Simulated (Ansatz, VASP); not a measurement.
Al2Cu: VASP beside Ansatz

```
Al Cu
1.0
    -2.04463    2.04463    2.60211
     2.04463   -2.04463    2.60211
     2.04463    2.04463   -2.60211
Al Cu
2 1
Direct
  0.75000 0.25000 0.50000
  0.25000 0.75000 0.50000
  0.50000 0.50000 0.00000
```

Change from the starting cell: strain -0.1000 x Voigt [0, 0, 1, 0, 0, 0], atoms carried along.

Alike in both runs: task single point; functional PBE; k mesh 16 × 16 × 16; occupations gaussian, width 0.15 eV; no spin polarisation.

|  | VASP | Ansatz |
| --- | --- | --- |
| version | VASP 6.6.1 | Ansatz 0.2.0 |
| potentials or method | VASP PAW PBE potentials, release 64 (Al, Cu), cutoff 520 eV | scalar-relativistic, plane waves, PAW |
| valence electrons in the cell | 17 | 25 |

Ansatz gave:

```
gap on the k mesh at the Fermi level (eV)                     : none
pressure (GPa)                                                : 13.6
traceless stress, the component that is largest in VASP (GPa) : 10.25
```

Q: Which values does VASP return?

A: gap on the k mesh at the Fermi level (eV): none; pressure (GPa): 13.7; traceless stress, the component that is largest in VASP (GPa): 10.16.

A gap of «none» marks a metal or a gap that the smearing closes. The functional is the same, so the differences come from potentials, cutoffs and numerics. VASP's potentials hold 17 valence electrons a cell and Ansatz's 25, so a difference there can come from the potentials and not from the codes.
